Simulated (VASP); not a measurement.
Here is a VASP 6.6.1 calculation.

File INCAR:

```
PREC = Accurate
ENCUT = 600
EDIFF = 1E-6
ISMEAR = 1
SIGMA = 0.1
LREAL = F
LASPH = T
NELM = 120
ALGO = Normal
ISIF = 2
LWAVE = F
LCHARG = F
GGA = PE
IVDW = 12
NBANDS = 20
GGA_COMPAT = F
```

KPOINTS

```
Automatic mesh
0
Gamma
  5 5 5
```

Contents of POSCAR:

```
GaC3
1.0
    3.3189480000      0.0000000000      0.0000000000
    0.0000000000      3.3189480000      0.0000000000
    0.0000000000      0.0000000000      3.3189480000
Ga C
1 3
Direct
    0.0000000000      0.0000000000      0.0000000000
    0.0000000000      0.5000000000      0.5000000000
    0.5000000000      0.0200000000      0.5000000000
    0.5000000000      0.5000000000      0.0000000000
```

Potentials or basis: VASP PAW PBE potentials, release 64 (Ga_d, C).

Run with:

```console
$ cat potpaw_PBE.64/Ga_d/POTCAR potpaw_PBE.64/C/POTCAR > POTCAR
$ mpirun -np 1 vasp_std > vasp.out
```

Task: Estimate the dispersion energy per atom.

Result: -0.218 eV.

Task: Predict the pressure.

Result: 6.1 GPa.

Task: What does it give for the largest force?

Result: 0.720 eV/Å.

Stress tensor (GPa, compression positive):
```
6.17 0.00 0.00
0.00 5.83 0.00
0.00 0.00 6.17
```

Caveat: the k points lie up to 0.38 Å⁻¹ apart; pairwise dispersion overbinds metals, which lowers pressure and volume.
